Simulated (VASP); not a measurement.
# ZnAu (Pm-3m) in VASP: notebook, part 2 of 2

VASP 6.6.1. The steps go on from the part before.

### Step 3. Single point, PBE (volume scaled by 0.97)

The input, INCAR:

```
  ALGO = Normal
  EDIFF = 1E-6
  ENCUT = 520
  GGA = PE
  ISIF = 2
  ISMEAR = -1
  LASPH = True
  LCHARG = False
  LREAL = False
  LWAVE = False
  NBANDS = 18
  NELM = 60
  PREC = Accurate
  SIGMA = 0.05
```

The input, KPOINTS:

```
k-points
0
Gamma
  13 13 13
```

The input, POSCAR:

```
ZnAu
1.0
    3.1152099477      0.0000000000      0.0000000000
    0.0000000000      3.1152099477      0.0000000000
    0.0000000000      0.0000000000      3.1152099477
Zn Au
1 1
Direct
    0.5000000000      0.5000000000      0.5000000000
    0.0000000000      0.0000000000      0.0000000000
```

Potentials or basis: VASP PAW PBE potentials, release 64 (Zn, Au).

The run is started by

```
> cat potpaw_PBE.64/Zn/POTCAR potpaw_PBE.64/Au/POTCAR > POTCAR
> mpirun -np 1 vasp_std > vasp.out
```

OUTCAR:

```text
EDIFF = 1E-6
   ENCUT = 520
   GGA = PE
   ISIF = 2
   ISMEAR = -1
   LASPH = True
   LREAL = False
   NELM = 60
   PREC = Accurate

 ion  position               nearest neighbor table
   1  0.500  0.500  0.500-   2 2.70   2 2.70   2 2.70   2 2.70   2 2.70   2 2.70   2 2.70   2 2.70

   2  0.000  0.000  0.000-   1 2.70   1 2.70   1 2.70   1 2.70   1 2.70   1 2.70   1 2.70   1 2.70

  LATTYP: Found a simple cubic cell.
 ALAT       =     3.1152099477

  Lattice vectors:

 A1 = (   3.1152099477,   0.0000000000,   0.0000000000)
 A2 = (   0.0000000000,   3.1152099477,   0.0000000000)
 A3 = (   0.0000000000,   0.0000000000,   3.1152099477)

Analysis of symmetry for initial positions (statically):
=====================================================================
 Subroutine PRICEL returns:
 Original cell was already a primitive cell.

 Routine SETGRP: Setting up the symmetry group for a
 simple cubic supercell.

 Subroutine GETGRP returns: Found 48 space group operations
 (whereof 48 operations were pure point group operations)
 out of a pool of 48 trial point group operations.

The static configuration has the point symmetry O_h .

Analysis of symmetry for dynamics (positions and initial velocities):
=====================================================================
 Subroutine PRICEL returns:
 Original cell was already a primitive cell.

 Routine SETGRP: Setting up the symmetry group for a
 simple cubic supercell.

 Subroutine GETGRP returns: Found 48 space group operations
 (whereof 48 operations were pure point group operations)
 out of a pool of 48 trial point group operations.

The dynamic configuration has the point symmetry O_h .

 Subroutine INISYM returns: Found 48 space group operations
 (whereof 48 operations are pure point group operations),
 and found     1 'primitive' translations

----------------------------------------------------------------------------------------

                                     Primitive cell

  volume of cell :      30.2317

  direct lattice vectors                    reciprocal lattice vectors
     3.115209948  0.000000000  0.000000000     0.321005652  0.000000000  0.000000000
     0.000000000  3.115209948  0.000000000     0.000000000  0.321005652  0.000000000
     0.000000000  0.000000000  3.115209948     0.000000000  0.000000000  0.321005652

  length of vectors
     3.115209948  3.115209948  3.115209948     0.321005652  0.321005652  0.321005652

  position of ions in fractional coordinates (direct lattice)
     0.500000000  0.500000000  0.500000000
     0.000000000  0.000000000  0.000000000

  ion indices of the primitive-cell ions
   primitive index   ion index
                 1           1
                 2           2

----------------------------------------------------------------------------------------

 KPOINTS: k-points

Automatic generation of k-mesh.
 Grid dimensions read from file:
 generate k-points for:   13   13   13

 Generating k-lattice:

  Cartesian coordinates                     Fractional coordinates (reciprocal lattice)
     0.024692742  0.000000000  0.000000000     0.076923077  0.000000000  0.000000000
     0.000000000  0.024692742  0.000000000     0.000000000  0.076923077  0.000000000
     0.000000000  0.000000000  0.024692742     0.000000000  0.000000000  0.076923077

  Length of vectors
     0.024692742  0.024692742  0.024692742

  Shift w.r.t. Gamma in fractional coordinates (k-lattice)
     0.000000000  0.000000000  0.000000000

 Subroutine IBZKPT returns following result:
 ===========================================

 Found     84 irreducible k-points:

 Following reciprocal coordinates:
            Coordinates               Weight
  0.000000  0.000000  0.000000      1.000000
  0.076923  0.000000  0.000000      6.000000
  0.153846  0.000000  0.000000      6.000000
  0.230769  0.000000  0.000000      6.000000
  0.307692  0.000000  0.000000      6.000000
  0.384615  0.000000  0.000000      6.000000
[... 16 lines left out ...]
  0.307692  0.307692  0.000000     12.000000
  0.384615  0.307692  0.000000     24.000000
 [... further k-points ...]
   k-points           NKPTS =     84   k-points in BZ     NKDIM =     84   number of bands    NBANDS=     18
   number of dos      NEDOS =    301   number of ions     NIONS =      2
   total plane-waves  NPLWV =  13824
   dimension x,y,z NGX =    24 NGY =   24 NGZ =   24
   dimension x,y,z NGXF=    48 NGYF=   48 NGZF=   48
   ions per type =               1   1
   NGX,Y,Z   is equivalent  to a cutoff of  12.81, 12.81, 12.81 a.u.
   NGXF,Y,Z  is equivalent  to a cutoff of  25.62, 25.62, 25.62 a.u.
 SYSTEM =  unknown system
   PREC   = accura    normal or accurate (medium, high low for compatibility)
   ISTART =      0    job   : 0-new  1-cont  2-samecut
   ICHARG =      2    charge: 1-file 2-atom 10-const
   ISPIN  =      1    spin polarized calculation?
   LNONCOLLINEAR =      F non collinear calculations
   LSORBIT =      F    spin-orbit coupling
   LASPH  =      T    aspherical Exc in radial PAW
   ENCUT  =  520.0 eV  38.22 Ry    6.18 a.u.   5.79  5.79  5.79*2*pi/ulx,y,z
   NELM   =     60;   NELMIN=  2; NELMDL= -5     # of ELM steps
   EDIFF  = 0.1E-05   stopping-criterion for ELM
   LREAL  =      F    real-space projection
   EDIFFG = 0.1E-04   stopping-criterion for IOM
   NSW    =      0    number of steps for IOM
   IBRION =     -1    ionic relax: 0-MD 1-quasi-New 2-CG
   NFREE  =      0    steps in history (QN), initial steepest desc. (CG)
   ISIF   =      2    stress and relaxation
   ISYM   =      2    0-nonsym 1-usesym 2-fastsym
   POTIM  = 0.5000    time-step for ionic-motion
   TEBEG  =    0.0;   TEEND  =   0.0 temperature during run
   PSTRESS=    0.0 pullay stress
   NELECT =      23.0000    total number of electrons
   NUPDOWN=      -1.0000    fix difference up-down
   EMIN   =  10.00;   EMAX   =-10.00  energy-range for DOS
   EFERMI =   0.00;   METHOD = LEGACY
   ISMEAR =    -1;   SIGMA  =   0.05  broadening in eV -4-tet -1-fermi 0-gaus
   EFERMI_NEDOS =   21; number of points for ismear=-14 and -15
   IALGO  =     38    algorithm
   IMIX   =      4    mixing-type and parameters
     AMIX     =   0.40;   BMIX     =  1.00
     AMIX_MAG =   1.60;   BMIX_MAG =  1.00
  volume/ion in A,a.u.               =      15.12       102.01
  Fermi-wavevector in a.u.,A,eV,Ry     =   1.494503  2.824201 30.389146  2.233539
  Thomas-Fermi vector in A             =   2.606767
   LORBIT       =      0    0 simple, 1 ext, 2 COOP (PROOUT), +10 PAW based schemes
   GGA     = PE    functional components
   LHFCALC =     F    Hartree Fock is set to
   AEXX    =    0.0000 exact exchange contribution
   IVDW    =     0    specifies the selected vdW correction
   LEPSILON=     F    determine dielectric tensor
   LRPA    =     F    only Hartree local field effects (RPA)
 non-spin polarized calculation
  energy-cutoff  :      520.00
  volume of cell :       30.23
 maximum number of plane-waves:       840
 NGX is ok and might be reduce to    24
   NGX = 11   NGY = 11   NGZ = 11

 number of electron      22.9999963 magnetization

 Free energy of the ion-electron system (eV)
  ---------------------------------------------------
  ext. energy  EPLUGINS =         0.00000000
  ---------------------------------------------------
  free energy    TOTEN  =        -4.68869272 eV

  energy without entropy =       -4.68254002  energy(sigma->0) =       -4.68561637

 E-fermi :   7.5558     XC(G=0): -12.5533

 val. band max:        7.4993344614   @ k =   0.4615   0.3846   0.2308
 cond. band min:       7.5848084255   @ k =   0.4615   0.3077   0.3077
 fundamental gap:      0.0854739641
 Fermi energy:         7.5558328944

 k-point     1 :       0.0000    0.0000    0.0000
  band No.  band energies     occupation
      1      -3.4292      2.00000
      2      -0.8070      2.00000
      3      -0.8070      2.00000
      4      -0.0399      2.00000
      5      -0.0399      2.00000
      6      -0.0399      2.00000
[... 10 lines left out ...]
     17      19.8321      0.00000
     18      25.9007      0.00000

 k-point     2 :       0.0769    0.0000    0.0000
  band No.  band energies     occupation
      1      -3.3212      2.00000
      2      -0.7814      2.00000
      3      -0.7727      2.00000
      4      -0.0410      2.00000
      5      -0.0410      2.00000
      6      -0.0302      2.00000
[... 10 lines left out ...]
     17      20.3238      0.00000
     18      25.8279      0.00000
[... 442 lines left out ...]
 k-point    24 :       0.3846    0.3077    0.0000
  band No.  band energies     occupation
      1      -0.9574      2.00000
      2      -0.6523      2.00000
      3      -0.3081      2.00000
      4      -0.1688      2.00000
      5       0.0761      2.00000
      6       0.7871      2.00000
[... 10 lines left out ...]
     17      21.5166      0.00000
     18      21.9173      0.00000

 [... further k-points ...]
[... 5 lines left out ...]
  --------------------------------------------------------------------------------------
  -------------------------------------------------------------------------------------
  Total        1.8405640      1.8405640      1.8405640      0.0000000      0.0000000      0.0000000
  in kB       97.5437704     97.5437704     97.5437704      0.0000000      0.0000000      0.0000000
  external PRESSURE =      97.5437704 kB  Pullay stress =       0.0000000 kB

 VOLUME and BASIS-vectors are now :
 -----------------------------------------------------------------------------
  energy-cutoff  :      520.00
  volume of cell :       30.23
      direct lattice vectors                 reciprocal lattice vectors
     3.115209948  0.000000000  0.000000000     0.321005652  0.000000000  0.000000000
     0.000000000  3.115209948  0.000000000     0.000000000  0.321005652  0.000000000
     0.000000000  0.000000000  3.115209948     0.000000000  0.000000000  0.321005652

 POSITION                                       TOTAL-FORCE (eV/Angst)
 -----------------------------------------------------------------------------------
      1.55760      1.55760      1.55760         0.000000      0.000000      0.000000
      0.00000      0.00000      0.00000         0.000000      0.000000      0.000000
 -----------------------------------------------------------------------------------
    total drift:                                0.000000      0.000000     -0.000000

  FREE ENERGIE OF THE ION-ELECTRON SYSTEM (eV)
  ---------------------------------------------------
  free  energy   TOTEN  =        -4.6886927199 eV

  energy  without entropy=       -4.6825400175  energy(sigma->0) =       -4.68561637
```

Wall time 20 s (1 thread of Intel Xeon Platinum 8259CL at 2.50GHz (Skylake/Cascade Lake), shared host); peak memory 0.17 GiB.

Results:

- Free energy: -4.6887 eV
- Pressure: 9.8 GPa

Caveat: spin-orbit coupling is left out, which moves the levels of the heavy elements.
